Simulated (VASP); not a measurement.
# Pb (P6_3/mmc) in VASP: notebook

The runs below take Pb through single point, with PBE.

Everything below comes from runs of VASP 6.6.1. Logs are shortened: lines on timing, memory, paths and dates and some standing lists are left out, and cuts for length are marked.

## 1. The cell of the first run

Symmetry: P6_3/mmc, No. 194, hexagonal system. Conventional cell: a = 3.539 Å, b = 3.539 Å, c = 5.869 Å, α = 90.00°, β = 90.00°, γ = 120.00°. Pb (site symmetry -6m2) has 12 Pb at 3.54 to 3.58 Å within 4.7 Å.

## 2. Single point, PBE

Contents of INCAR:

```
SYSTEM = Pb
PREC = Accurate ; ENCUT = 520
EDIFF = 1E-7 ; ISMEAR = -1
SIGMA = 0.05 ; LREAL = .False.
LASPH = .True. ; NELM = 80
ALGO = Normal ; ISIF = 2
LWAVE = .False. ; LCHARG = .False.
GGA = PE ; NBANDS = 21
```

Contents of KPOINTS:

```
Automatic mesh
0
Gamma
  14 14 8
  0 0 0
```

Contents of POSCAR:

```
Pb
1.0
    3.5388106615      0.0000000000      0.0000000000
   -1.7694053308      3.0646999320      0.0000000000
    0.0000000000      0.0000000000      5.8690854987
Pb
2
Direct
    0.3333333333      0.6666666667      0.2500000000
    0.6666666667      0.3333333333      0.7500000000
```

Potentials or basis: VASP PAW PBE potentials, release 64 (Pb_d).

Launch:

```
$ cat potpaw_PBE.64/Pb_d/POTCAR > POTCAR
$ mpirun -np 1 vasp_std > vasp.out
```

OUTCAR:

```text
SYSTEM = Pb
   PREC = Accurate
   ENCUT = 520
   EDIFF = 1E-7
   ISMEAR = -1
   LREAL = .False.
   LASPH = .True.
   NELM = 80
   ISIF = 2
   GGA = PE

 ion  position               nearest neighbor table
   1  0.333  0.667  0.250-   2 3.58   2 3.58   2 3.58   2 3.58   2 3.58   2 3.58
   2  0.667  0.333  0.750-   1 3.58   1 3.58   1 3.58   1 3.58   1 3.58   1 3.58

  LATTYP: Found a hexagonal cell.
 ALAT       =     3.5388106615
 C/A-ratio  =     1.6584909621

  Lattice vectors:

 A1 = (   3.5388106615,   0.0000000000,   0.0000000000)
 A2 = (  -1.7694053308,   3.0646999320,   0.0000000000)
 A3 = (   0.0000000000,   0.0000000000,   5.8690854987)

Analysis of symmetry for initial positions (statically):
=====================================================================
 Subroutine PRICEL returns:
 Original cell was already a primitive cell.

 Routine SETGRP: Setting up the symmetry group for a
 hexagonal supercell.

 Subroutine GETGRP returns: Found 24 space group operations
 (whereof 12 operations were pure point group operations)
 out of a pool of 24 trial point group operations.

The static configuration has the point symmetry D_3d.
 The point group associated with its full space group is D_6h.

Analysis of symmetry for dynamics (positions and initial velocities):
=====================================================================
 Subroutine PRICEL returns:
 Original cell was already a primitive cell.

 Routine SETGRP: Setting up the symmetry group for a
 hexagonal supercell.

 Subroutine GETGRP returns: Found 24 space group operations
 (whereof 12 operations were pure point group operations)
 out of a pool of 24 trial point group operations.

The dynamic configuration has the point symmetry D_3d.
 The point group associated with its full space group is D_6h.

 Subroutine INISYM returns: Found 24 space group operations
 (whereof 12 operations are pure point group operations),
 and found     1 'primitive' translations

----------------------------------------------------------------------------------------

                                     Primitive cell

  volume of cell :      63.6525

  direct lattice vectors                    reciprocal lattice vectors
     3.538810661  0.000000000  0.000000000     0.282580815  0.163148109  0.000000000
    -1.769405331  3.064699932  0.000000000     0.000000000  0.326296219  0.000000000
     0.000000000  0.000000000  5.869085499     0.000000000  0.000000000  0.170384296

  length of vectors
     3.538810661  3.538810661  5.869085499     0.326296219  0.326296219  0.170384296

  position of ions in fractional coordinates (direct lattice)
     0.333333333  0.666666667  0.250000000
     0.666666667  0.333333333  0.750000000

  ion indices of the primitive-cell ions
   primitive index   ion index
                 1           1
                 2           2

----------------------------------------------------------------------------------------

 KPOINTS: Automatic mesh

Automatic generation of k-mesh.
 Grid dimensions read from file:
 generate k-points for:   14   14    8

 Generating k-lattice:

  Cartesian coordinates                     Fractional coordinates (reciprocal lattice)
     0.020184344  0.011653436  0.000000000     0.071428571  0.000000000  0.000000000
     0.000000000  0.023306873  0.000000000     0.000000000  0.071428571  0.000000000
     0.000000000  0.000000000  0.021298037     0.000000000  0.000000000  0.125000000

  Length of vectors
     0.023306873  0.023306873  0.021298037

  Shift w.r.t. Gamma in fractional coordinates (k-lattice)
     0.000000000  0.000000000  0.000000000

 Subroutine IBZKPT returns following result:
 ===========================================

 Found    120 irreducible k-points:

 Following reciprocal coordinates:
            Coordinates               Weight
  0.000000  0.000000  0.000000      1.000000
  0.071429 -0.000000  0.000000      6.000000
  0.142857 -0.000000  0.000000      6.000000
  0.214286  0.000000  0.000000      6.000000
  0.285714 -0.000000  0.000000      6.000000
  0.357143 -0.000000  0.000000      6.000000
[... 16 lines left out ...]
  0.285714  0.285714  0.000000      6.000000
  0.357143  0.285714  0.000000      6.000000
 [... further k-points ...]
   k-points           NKPTS =    120   k-points in BZ     NKDIM =    120   number of bands    NBANDS=     21
   number of dos      NEDOS =    301   number of ions     NIONS =      2
   total plane-waves  NPLWV =  37632
   dimension x,y,z NGX =    28 NGY =   28 NGZ =   48
   dimension x,y,z NGXF=    56 NGYF=   56 NGZF=   96
   ions per type =               2
   NGX,Y,Z   is equivalent  to a cutoff of  13.15, 13.15, 13.60 a.u.
   NGXF,Y,Z  is equivalent  to a cutoff of  26.31, 26.31, 27.19 a.u.
 SYSTEM =  Pb
   PREC   = accura    normal or accurate (medium, high low for compatibility)
   ISTART =      0    job   : 0-new  1-cont  2-samecut
   ICHARG =      2    charge: 1-file 2-atom 10-const
   ISPIN  =      1    spin polarized calculation?
   LNONCOLLINEAR =      F non collinear calculations
   LSORBIT =      F    spin-orbit coupling
   LASPH  =      T    aspherical Exc in radial PAW
   ENCUT  =  520.0 eV  38.22 Ry    6.18 a.u.   6.58  6.58 10.91*2*pi/ulx,y,z
   NELM   =     80;   NELMIN=  2; NELMDL= -5     # of ELM steps
   EDIFF  = 0.1E-06   stopping-criterion for ELM
   LREAL  =      F    real-space projection
   EDIFFG = 0.1E-05   stopping-criterion for IOM
   NSW    =      0    number of steps for IOM
   IBRION =     -1    ionic relax: 0-MD 1-quasi-New 2-CG
   NFREE  =      0    steps in history (QN), initial steepest desc. (CG)
   ISIF   =      2    stress and relaxation
   ISYM   =      2    0-nonsym 1-usesym 2-fastsym
   POTIM  = 0.5000    time-step for ionic-motion
   TEBEG  =    0.0;   TEEND  =   0.0 temperature during run
   PSTRESS=    0.0 pullay stress
   NELECT =      28.0000    total number of electrons
   NUPDOWN=      -1.0000    fix difference up-down
   EMIN   =  10.00;   EMAX   =-10.00  energy-range for DOS
   EFERMI =   0.00;   METHOD = LEGACY
   ISMEAR =    -1;   SIGMA  =   0.05  broadening in eV -4-tet -1-fermi 0-gaus
   EFERMI_NEDOS =   21; number of points for ismear=-14 and -15
   IALGO  =     38    algorithm
   IMIX   =      4    mixing-type and parameters
     AMIX     =   0.40;   BMIX     =  1.00
     AMIX_MAG =   1.60;   BMIX_MAG =  1.00
  volume/ion in A,a.u.               =      31.83       214.77
  Fermi-wavevector in a.u.,A,eV,Ry     =   1.245056  2.352815 21.091272  1.550165
  Thomas-Fermi vector in A             =   2.379295
   LORBIT       =      0    0 simple, 1 ext, 2 COOP (PROOUT), +10 PAW based schemes
   GGA     = PE    functional components
   LHFCALC =     F    Hartree Fock is set to
   AEXX    =    0.0000 exact exchange contribution
   IVDW    =     0    specifies the selected vdW correction
   LEPSILON=     F    determine dielectric tensor
   LRPA    =     F    only Hartree local field effects (RPA)
 non-spin polarized calculation
  energy-cutoff  :      520.00
  volume of cell :       63.65
 maximum number of plane-waves:      1761
 NGX is ok and might be reduce to    28
   NGX = 13   NGY = 13   NGZ = 21

 number of electron      27.9999995 magnetization

 Free energy of the ion-electron system (eV)
  ---------------------------------------------------
  ext. energy  EPLUGINS =         0.00000000
  ---------------------------------------------------
  free energy    TOTEN  =        -7.10309748 eV

  energy without entropy =       -7.09141278  energy(sigma->0) =       -7.09725513

 E-fermi :   6.7288     XC(G=0):  -9.9569

 val. band max:        6.7184848526   @ k =   0.2143   0.0714   0.0000
 cond. band min:       6.7667637123   @ k =   0.5000   0.0000   0.1250
 fundamental gap:      0.0482788597
 Fermi energy:         6.7288231213

 k-point     1 :       0.0000    0.0000    0.0000
  band No.  band energies     occupation
      1     -10.3174      2.00000
      2     -10.3053      2.00000
      3     -10.2812      2.00000
      4     -10.2812      2.00000
      5     -10.2647      2.00000
      6     -10.2647      2.00000
[... 13 lines left out ...]
     20      15.8119      0.00000
     21      17.9074      0.00000

 k-point     2 :       0.0714   -0.0000    0.0000
  band No.  band energies     occupation
      1     -10.3155      2.00000
      2     -10.3049      2.00000
      3     -10.2753      2.00000
      4     -10.2702      2.00000
      5     -10.2624      2.00000
      6     -10.2541      2.00000
[... 13 lines left out ...]
     20      16.1421      0.00000
     21      17.6219      0.00000

 k-point     3 :       0.1429   -0.0000    0.0000
  band No.  band energies     occupation
      1     -10.3299      2.00000
      2     -10.2890      2.00000
      3     -10.2707      2.00000
      4     -10.2400      2.00000
      5     -10.2396      2.00000
      6     -10.2291      2.00000
[... 13 lines left out ...]
     20      16.6671      0.00000
     21      17.0878      0.00000

 k-point     4 :       0.2143    0.0000    0.0000
  band No.  band energies     occupation
      1     -10.3539      2.00000
      2     -10.2816      2.00000
      3     -10.2567      2.00000
      4     -10.2525      2.00000
      5     -10.2372      2.00000
      6     -10.1975      2.00000
[... 13 lines left out ...]
     20      15.9918      0.00000
     21      17.1313      0.00000

 k-point     5 :       0.2857   -0.0000    0.0000
  band No.  band energies     occupation
      1     -10.3796      2.00000
      2     -10.2916      2.00000
      3     -10.2806      2.00000
      4     -10.2520      2.00000
      5     -10.2261      2.00000
      6     -10.1534      2.00000
[... 13 lines left out ...]
     20      15.5657      0.00000
     21      16.8425      0.00000

 k-point     6 :       0.3571   -0.0000    0.0000
  band No.  band energies     occupation
      1     -10.4020      2.00000
      2     -10.3076      2.00000
      3     -10.3026      2.00000
      4     -10.2647      2.00000
      5     -10.1982      2.00000
      6     -10.1745      2.00000
[... 13 lines left out ...]
     20      15.2245      0.00000
     21      16.6178      0.00000

 k-point     7 :       0.4286    0.0000    0.0000
  band No.  band energies     occupation
      1     -10.4172      2.00000
      2     -10.3270      2.00000
      3     -10.3109      2.00000
      4     -10.2731      2.00000
      5     -10.1881      2.00000
      6     -10.1792      2.00000
[... 13 lines left out ...]
     20      15.0003      0.00000
     21      16.4812      0.00000
[... 291 lines left out ...]
      1     -10.3163      2.00000
      2     -10.3077      2.00000
      3     -10.3008      2.00000
      4     -10.2620      2.00000
      5     -10.2014      2.00000
      6     -10.1768      2.00000
[... 13 lines left out ...]
     20      17.1173      0.00000
     21      17.6632      0.00000

 k-point    21 :       0.2857    0.2143    0.0000
  band No.  band energies     occupation
      1     -10.3381      2.00000
      2     -10.3156      2.00000
      3     -10.2663      2.00000
      4     -10.2592      2.00000
      5     -10.1916      2.00000
      6     -10.1899      2.00000
[... 13 lines left out ...]
     20      17.1201      0.00000
     21      18.8188      0.00000

 k-point    22 :       0.3571    0.2143    0.0000
  band No.  band energies     occupation
      1     -10.3502      2.00000
      2     -10.3220      2.00000
      3     -10.2539      2.00000
      4     -10.2408      2.00000
      5     -10.2033      2.00000
      6     -10.1808      2.00000
[... 13 lines left out ...]
     20      16.9994      0.00000
     21      19.6557      0.00000

 k-point    23 :       0.2857    0.2857    0.0000
  band No.  band energies     occupation
      1     -10.3526      2.00000
      2     -10.2658      2.00000
      3     -10.2638      2.00000
      4     -10.2483      2.00000
      5     -10.2065      2.00000
      6     -10.1660      2.00000
[... 13 lines left out ...]
     20      18.9631      0.00000
     21      19.1345      0.00000

 k-point    24 :       0.3571    0.2857    0.0000
  band No.  band energies     occupation
      1     -10.3577      2.00000
      2     -10.2653      2.00000
      3     -10.2387      2.00000
      4     -10.2281      2.00000
      5     -10.2181      2.00000
      6     -10.1799      2.00000
[... 13 lines left out ...]
     20      18.9846      0.00000
     21      20.3937      0.00000

 [... further k-points ...]
[... 5 lines left out ...]
  --------------------------------------------------------------------------------------
  -------------------------------------------------------------------------------------
  Total       -0.0202677     -0.0202677     -0.0243208      0.0000000     -0.0000000      0.0000000
  in kB       -0.5101507     -0.5101507     -0.6121699      0.0000000     -0.0000000      0.0000000
  external PRESSURE =      -0.5441571 kB  Pullay stress =       0.0000000 kB

 VOLUME and BASIS-vectors are now :
 -----------------------------------------------------------------------------
  energy-cutoff  :      520.00
  volume of cell :       63.65
      direct lattice vectors                 reciprocal lattice vectors
     3.538810661  0.000000000  0.000000000     0.282580815  0.163148109  0.000000000
    -1.769405331  3.064699932  0.000000000     0.000000000  0.326296219  0.000000000
     0.000000000  0.000000000  5.869085499     0.000000000  0.000000000  0.170384296

 POSITION                                       TOTAL-FORCE (eV/Angst)
 -----------------------------------------------------------------------------------
     -0.00000      2.04313      1.46727        -0.000000      0.000000      0.000000
      1.76941      1.02157      4.40181         0.000000     -0.000000      0.000000
 -----------------------------------------------------------------------------------
    total drift:                               -0.000000      0.000000      0.000000

  FREE ENERGIE OF THE ION-ELECTRON SYSTEM (eV)
  ---------------------------------------------------
  free  energy   TOTEN  =        -7.1030974846 eV

  energy  without entropy=       -7.0914127797  energy(sigma->0) =       -7.09725513
```

Wall time 2 min (1 thread of Intel Xeon 6975P-C, shared host); peak memory 0.27 GiB.

Results:

```yaml
Free_energy: -7.1031 eV
Pressure: -0.1 GPa
Band_gap_on_the_k_mesh: zero (band 14 reaches 12.27 eV, above the bottom of band 15 at 5.15 eV)
```

Levels at points of the mesh, in eV from the Fermi level:
```csv
k point,band 11,band 12,band 13,band 14,band 15,band 16,band 17,band 18
"(0.00, 0.00, 0.00)",-11.42,-8.19,-3.98,5.49,5.49,6.91,7.11,7.11
"(0.50, 0.00, 0.00)",-8.17,-7.07,-2.88,-1.51,-0.41,1.71,2.13,5.33
"(0.00, 0.00, 0.50)",-10.31,-10.31,0.53,0.53,6.26,6.26,6.26,6.26
"(0.50, 0.00, 0.50)",-7.49,-7.49,-3.46,-3.46,3.28,3.28,3.38,3.38
```

Caveat: spin-orbit coupling is left out, which moves the levels of the heavy elements.

## 3. Single point, PBE

Contents of INCAR:

```
ALGO     = Normal         # electronic algorithm
EDIFF    = 1E-6           # SCF threshold, eV
ENCUT    = 520            # plane-wave cutoff, eV
GGA      = PE             # functional
ISIF     = 2              # what is computed and relaxed
ISMEAR   = -1             # smearing method
LASPH    = T              # aspherical terms in the spheres
LCHARG   = F              # write CHGCAR
LREAL    = F              # projectors in reciprocal space
LWAVE    = F              # write WAVECAR
NBANDS   = 21             # bands
NELM     = 80             # most SCF steps
PREC     = Accurate       # precision mode
SIGMA    = 0.05           # smearing width, eV
```

Contents of KPOINTS:

```
k-points
0
Gamma
  14 14 8
```

POSCAR is that of step 2.

Potentials or basis: VASP PAW PBE potentials, release 64 (Pb_d).

Launch:

```
$ cat potpaw_PBE.64/Pb_d/POTCAR > POTCAR
$ mpirun -np 1 vasp_std > vasp.out
```

It took 1.7 min on 1 thread of Intel Xeon 6975P-C, shared host; peak memory 0.27 GiB.

Results (log left out):

```yaml
Free_energy: -7.1031 eV
Pressure: 0.0 GPa
Band_gap_on_the_k_mesh: zero (band 14 reaches 12.27 eV, above the bottom of band 15 at 5.15 eV)
```

Levels at points of the mesh, in eV from the Fermi level:
| k point | band 11 | band 12 | band 13 | band 14 | band 15 | band 16 | band 17 | band 18 |
| --- | --- | --- | --- | --- | --- | --- | --- | --- |
| (0.00, 0.00, 0.00) | -11.42 | -8.19 | -3.98 | 5.49 | 5.49 | 6.91 | 7.11 | 7.11 |
| (0.50, 0.00, 0.00) | -8.17 | -7.07 | -2.88 | -1.51 | -0.41 | 1.71 | 2.13 | 5.33 |
| (0.00, 0.00, 0.50) | -10.31 | -10.31 | 0.53 | 0.53 | 6.26 | 6.26 | 6.26 | 6.26 |
| (0.50, 0.00, 0.50) | -7.49 | -7.49 | -3.46 | -3.46 | 3.28 | 3.28 | 3.38 | 3.38 |

Caveat: spin-orbit coupling is left out, which moves the levels of the heavy elements.
